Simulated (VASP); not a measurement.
Input of a VASP 6.6.1 run:

Contents of POSCAR:

```
CdS
1.0
   -0.1074349958      2.6193415484      2.6193415484
    2.6193415484     -0.1074349958      2.6193415484
    2.6193415484      2.6193415484     -0.1074349958
Cd S
1 1
Direct
    0.0000000000      0.0000000000      0.0000000000
    0.5000000000      0.5000000000      0.5000000000
```

INCAR.step1

```
SYSTEM = CdS
  PREC = Accurate
  ENCUT = 520
  EDIFF = 1E-5
  ISMEAR = -1
  SIGMA = 0.02
  LREAL = .FALSE.
  LASPH = .TRUE.
  NELM = 80
  ALGO = Normal
  ISIF = 2
  LWAVE = .TRUE.
  LCHARG = .FALSE.
  NBANDS = 16
  GGA = PE
```

Contents of INCAR.step2:

```
SYSTEM = CdS
  PREC = Accurate
  ENCUT = 520
  EDIFF = 1E-6
  ISMEAR = -1
  SIGMA = 0.02
  LREAL = .FALSE.
  LASPH = .TRUE.
  NELM = 80
  ALGO = Normal
  ISIF = 2
  LWAVE = .FALSE.
  LCHARG = .FALSE.
  GGA = PE
  LHFCALC = .TRUE.
  HFSCREEN = 0.2079
  PRECFOCK = Normal
  NBANDS = 16
  ISTART = 1
```

File KPOINTS:

```
Automatic mesh
0
G
  6 6 6
  0 0 0
```

Potentials or basis: VASP PAW PBE potentials, release 64 (Cd, S).

Launch:

```sh
$ cat potpaw_PBE.64/Cd/POTCAR potpaw_PBE.64/S/POTCAR > POTCAR
$ cp INCAR.step1 INCAR
$ mpirun -np 1 vasp_std > vasp.out
$ cp INCAR.step2 INCAR
$ mpirun -np 1 vasp_std > vasp.out
```

Task: Estimate the band gap on the k mesh.

Result: 1.12 eV (least direct gap 2.83 eV).

Task: Estimate the pressure.

Result: 6.1 GPa.

Stress tensor (GPa, compression positive):
```
6.12 1.40 1.40
1.40 6.12 1.40
1.40 1.40 6.12
```

Caveat: the cell differs from its parent crystal (strain along [111] -5.9%); the cell stands under pressure; the PAW data sets were made with another functional, which shifts forces and pressure a little. A k mesh can miss the band edges.
